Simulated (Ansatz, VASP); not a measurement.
**Two plane-wave programs on Si2W**

Contents of INCAR:

```
SYSTEM = Si2W
PREC = Accurate
ENCUT = 520
EDIFF = 1E-6
ISMEAR = 0
SIGMA = 0.15
LREAL = .False.
LASPH = .True.
NELM = 100
ALGO = Normal
ISIF = 2
LWAVE = .False.
LCHARG = .True.
GGA = PS
LELF = .True.
LVHAR = .True.
NBANDS = 43
```

The input KPOINTS:

```
regular mesh
0
Gamma
  12 12 6
  0 0 0
```

POSCAR

```
Si2W
1.0
    4.9764941794      0.0000000000      0.0000000000
   -2.4882470897      3.9630072470      0.0000000000
    0.0000000000      0.0000000000      6.6033074698
Si W
6 3
Direct
    0.8361793875      0.6723587749      0.5000000000
    0.1638206125      0.8361793875      0.8333333333
    0.6723587749      0.8361793875      0.1666666667
    0.1638206125      0.3276412251      0.5000000000
    0.8361793875      0.1638206125      0.8333333333
    0.3276412251      0.1638206125      0.1666666667
    0.0000000000      0.5000000000      0.1666666667
    0.5000000000      0.5000000000      0.8333333333
    0.5000000000      0.0000000000      0.5000000000
```

Input for Ansatz:

```yaml
crystal:
  lattice:
    - [4.9764941794, 0.0, 0.0]
    - [-2.4882470897, 3.963007247, 0.0]
    - [0.0, 0.0, 6.6033074698]
  atoms:
    - { symbol: Si, position: [0.8361793875, 0.6723587749, 0.5] }
    - { symbol: Si, position: [0.1638206125, 0.8361793875, 0.8333333333] }
    - { symbol: Si, position: [0.6723587749, 0.8361793875, 0.1666666667] }
    - { symbol: Si, position: [0.1638206125, 0.3276412251, 0.5] }
    - { symbol: Si, position: [0.8361793875, 0.1638206125, 0.8333333333] }
    - { symbol: Si, position: [0.3276412251, 0.1638206125, 0.1666666667] }
    - { symbol: W, position: [0.0, 0.5, 0.1666666667] }
    - { symbol: W, position: [0.5, 0.5, 0.8333333333] }
    - { symbol: W, position: [0.5, 0.0, 0.5] }
basis:
  ecutwfc: 420
kpoints:
  mp_grid: { grid: [12, 12, 6] }
hamiltonian:
  xc: pbesol
scf:
  occupations: { method: gaussian, width: 0.15 }
output:
  forces: true
  stress: true
  eigenvalues: true
```

Change from the starting cell: strain +0.0875 x Voigt [1, 0, 0, 0, 0, 0], atoms carried along.

Alike in both runs: task single point; functional PBEsol; k mesh 12 × 12 × 6; occupations gaussian, width 0.15 eV; no spin polarisation.

|  | VASP | Ansatz |
| --- | --- | --- |
| version | VASP 6.6.1 | Ansatz 0.2.0 |
| potentials or method | VASP PAW PBE potentials, release 64 (Si, W_sv), cutoff 520 eV | scalar-relativistic, plane waves, PAW |
| valence electrons in the cell | 66 | 66 |

VASP gave:

| Item | Value |
| --- | --- |
| gap on the k mesh at the Fermi level (eV) | none |
| pressure (GPa) | -14.0 |
| traceless stress, the component that is largest in VASP (GPa) | -12.55 |
| rms of the force components (eV/Å) | 0.072 |

Problem. What did Ansatz give for the same quantities?

Solution. gap on the k mesh at the Fermi level (eV): none; pressure (GPa): -14.2; traceless stress, the component that is largest in VASP (GPa): -12.48; rms of the force components (eV/Å): 0.072.

VASP's potentials were made for PBE, not for PBEsol. Atom by atom the forces differ by 0.002 eV/Å (rms over components). A gap of «none» marks a metal or a gap that the smearing closes.

Spin-orbit coupling is off throughout.
